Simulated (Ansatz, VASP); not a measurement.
One calculation of ZrSi7, two programs

```
Zr Si
1.0
     3.77315    0.00000    0.00000
     0.00000    3.77315    0.00000
     0.00000    0.00000    8.56718
Zr Si
1 7
Direct
  0.00000 0.00000 0.00000
  0.50000 0.50000 0.00000
  0.00000 0.50000 0.25961
  0.50000 0.00000 0.25961
  0.00000 0.50000 0.74039
  0.50000 0.00000 0.74039
  0.00000 0.00000 0.50000
  0.50000 0.50000 0.50000
```

Alike in both runs: functional PBE; k mesh 4 × 4 × 2; occupations gaussian, width 0.2 eV; no spin polarisation.

Ansatz relaxed the structure, and its values are those at the end. VASP's run is a single point on that final structure, the one shown.

```csv
,VASP,Ansatz
version,VASP 6.6.1,Ansatz 0.2.0
potentials or method,"VASP PAW PBE potentials, release 64 (Zr_sv, Si), cutoff 520 eV","scalar-relativistic, plane waves, PAW"
valence electrons in the cell,40,40
```

```csv
,VASP,Ansatz,Ansatz less VASP
gap on the k mesh at the Fermi level (eV),none,none,-
pressure (GPa),0.3,0.3,+0.01
rms of the force components (eV/Å),0.004,0.005,+0.0007
```

A gap of «none» marks a metal or a gap that the smearing closes.

The k mesh is coarse, so the values compare programs but aren't converged.
